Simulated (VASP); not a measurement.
A run of VASP 6.6.1 is set up as follows.

File INCAR:

```
SYSTEM = WSe2
  PREC = Accurate
  ENCUT = 520
  EDIFF = 1E-7
  ISMEAR = 0
  SIGMA = 0.02
  LREAL = .False.
  LASPH = .True.
  NELM = 100
  ALGO = Normal
  ISIF = 2
  LWAVE = .False.
  LCHARG = .False.
  GGA = PS
  NBANDS = 35
```

File KPOINTS:

```
regular mesh
0
Gamma
  12 12 2
  0 0 0
```

File POSCAR:

```
WSe2
1.0
    3.2956290888      0.0000000000      0.0000000000
   -1.6478145444      2.8540985123      0.0000000000
    0.0000000000      0.0000000000     12.8269688910
W Se
2 4
Direct
    0.6666666627      0.3333333373      0.7500000000
    0.3333333373      0.6666666627      0.2500000000
    0.3333333295      0.6666666705      0.8790125813
    0.6666666705      0.3333333295      0.3790125813
    0.3333333295      0.6666666705      0.6209874187
    0.6666666705      0.3333333295      0.1209874187
```

Potentials or basis: VASP PAW PBE potentials, release 64 (W_sv, Se).

Launch:

```bash
$ cat potpaw_PBE.64/W_sv/POTCAR potpaw_PBE.64/Se/POTCAR > POTCAR
$ mpirun -np 1 vasp_std > vasp.out
```

**Question.** Estimate the pressure.

**Answer.** 0.5 GPa.

**Question.** Predict the largest force.

**Answer.** 0.204 eV/Å.

**Question.** What does it give for the band gap on the k mesh?

**Answer.** 0.89 eV (least direct gap 1.45 eV).

Stress tensor (GPa, compression positive):
```
-0.66  0.00  0.00
 0.00 -0.66  0.00
 0.00  0.00  2.72
```

Caveat: the cell differs from its parent crystal (uniaxial strain along c: -3.0 %); the PAW data sets were made with another functional, which shifts forces and pressure a little; spin-orbit coupling is left out, which moves the levels of the heavy elements; this functional lacks dispersion, which binds the layers, so the pressure and a relaxed spacing across them are unreliable. A k mesh can miss the band edges.
